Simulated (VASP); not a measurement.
Wanted: the native input for a VASP 6.6.1 run.

```
Task                   : electric field gradients
Functional             : r2SCAN
Potentials or basis    : VASP PAW PBE potentials, release 64 (Cs_sv, I)
Cutoff                 : 440 eV
k mesh                 : 7 × 7 × 7
Occupations            : fermi-dirac, width 0.02 eV
Spin                   : no spin polarisation
Dipole correction      : no
Further INCAR settings : ALGO = Normal; EDIFF = 1e-08; NBANDS = 15
```

The system is CsI.

```xyz
2
Lattice="4.5861 0.0000 0.0000 0.0000 4.5861 0.0000 0.0000 0.0000 4.5861" Properties=species:S:1:pos:R:3 pbc="T T T"
Cs    0.0000    0.0000    0.0000
I     2.2931    2.2931    2.2931
```

This cell differs from its parent crystal: volume scaled by 0.95.

The input as run:

POSCAR

```
CsI
1.0
    4.5861253318      0.0000000000      0.0000000000
    0.0000000000      4.5861253318      0.0000000000
    0.0000000000      0.0000000000      4.5861253318
Cs I
1 1
Direct
    0.0000000000      0.0000000000      0.0000000000
    0.5000000000      0.5000000000      0.5000000000
```

INCAR.step1

```
SYSTEM = CsI
PREC = Accurate
ENCUT = 440
ISMEAR = -1
SIGMA = 0.02
LREAL = .FALSE.
LASPH = .TRUE.
NELM = 120
NBANDS = 15
GGA = PE
ALGO = Normal
EDIFF = 1E-5
LWAVE = .TRUE.
LCHARG = .FALSE.
GGA_COMPAT = .FALSE.
```

INCAR.step2

```
SYSTEM = CsI
PREC = Accurate
ENCUT = 440
EDIFF = 1E-8
ISMEAR = -1
SIGMA = 0.02
LREAL = .FALSE.
LASPH = .TRUE.
NELM = 120
ALGO = Normal
ISIF = 2
LWAVE = .FALSE.
LCHARG = .FALSE.
METAGGA = R2SCAN
LMIXTAU = .TRUE.
LEFG = .TRUE.
NBANDS = 15
ISTART = 1
GGA_COMPAT = .FALSE.
```

KPOINTS

```
Automatic mesh
0
G
  7 7 7
  0 0 0
```

Potentials or basis: VASP PAW PBE potentials, release 64 (Cs_sv, I).

Launch:

```bash
$ cat potpaw_PBE.64/Cs_sv/POTCAR potpaw_PBE.64/I/POTCAR > POTCAR
$ cp INCAR.step1 INCAR
$ mpirun -np 1 vasp_std > vasp.out
$ cp INCAR.step2 INCAR
$ mpirun -np 1 vasp_std > vasp.out
```

It gave:

```yaml
Pressure: 0.2 GPa
Band_gap_on_the_k_mesh: 4.58 eV, indirect (least direct gap 4.64 eV)
```

Caveat: without QUAD_EFG the Cq values of the log hold for a quadrupole moment of 1 mb, not for the nuclei; the PAW data sets were made with another functional, which shifts forces and pressure a little; spin-orbit coupling is left out, which moves the levels of the heavy elements.

Run time: 35 s on 1 thread of Intel(R) Xeon(R) 6975P-C (Granite Rapids), with other jobs on the host, peak memory 0.18 GiB.
